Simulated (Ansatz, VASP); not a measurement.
Two plane-wave programs on AlP

```xyz
2
Lattice="0.0000 2.7169 2.7169 2.7169 0.0000 2.7169 2.7169 2.7169 0.0000" Properties=species:S:1:pos:R:3 pbc="T T T"
Al    0.0000    0.0000    0.0000
P     1.3584    1.3584    1.3584
```

Alike in both runs: functional LDA; k mesh 8 × 8 × 8; occupations gaussian, width 0.02 eV; no spin polarisation.

Ansatz relaxed the structure, and its values are those at the end. VASP's run is a single point on that final structure, the one shown.

```csv
,VASP,Ansatz
version,VASP 6.6.1,Ansatz 0.2.0
potentials or method,"VASP PAW LDA potentials, release 64 (Al, P), cutoff 500 eV","scalar-relativistic, plane waves, PAW"
valence electrons in the cell,8,8
```

|  | VASP | Ansatz | Ansatz less VASP |
| --- | --- | --- | --- |
| gap on the k mesh at the Fermi level (eV) | 1.41 | 1.42 | +0.005 |
| least direct gap on the mesh (eV) | 3.24 | 3.23 | -0.016 |
| pressure (GPa) | 0.1 | 0.0 | -0.05 |

Ansatz warns that its potentials were made for another functional, while VASP's fit it. LDA's correlation is that of Perdew and Zunger in VASP and of Perdew and Wang (1992) in Ansatz.
